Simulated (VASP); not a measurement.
Here is a VASP 6.6.1 calculation.

Contents of INCAR:

```
ALGO = Normal
EDIFF = 1E-6
ENCUT = 500
GGA = PS
GGA_COMPAT = F
ISIF = 2
ISMEAR = -1
LASPH = T
LCHARG = F
LREAL = F
LWAVE = F
NBANDS = 9
NELM = 120
PREC = Accurate
SIGMA = 0.05
```

File KPOINTS:

```
k-points
0
Gamma
  10 10 10
```

The input POSCAR:

```
Se
1.0
   -1.6429182227      1.6429182227      1.6429182227
    1.6429182227     -1.6429182227      1.6429182227
    1.6429182227      1.6429182227     -1.6429182227
Se
1
Direct
    0.0000000000      0.0000000000      0.0000000000
```

Potentials or basis: VASP PAW PBE potentials, release 64 (Se).

Command:

```bash
$ cat potpaw_PBE.64/Se/POTCAR > POTCAR
$ mpirun -np 1 vasp_std > vasp.out
```

Estimate the band gap on the k mesh.

zero (band 3 reaches 10.90 eV, above the bottom of band 4 at 3.38 eV).

Predict the pressure.

8.4 GPa.

Caveat: the PAW data sets were made with another functional, which shifts forces and pressure a little.
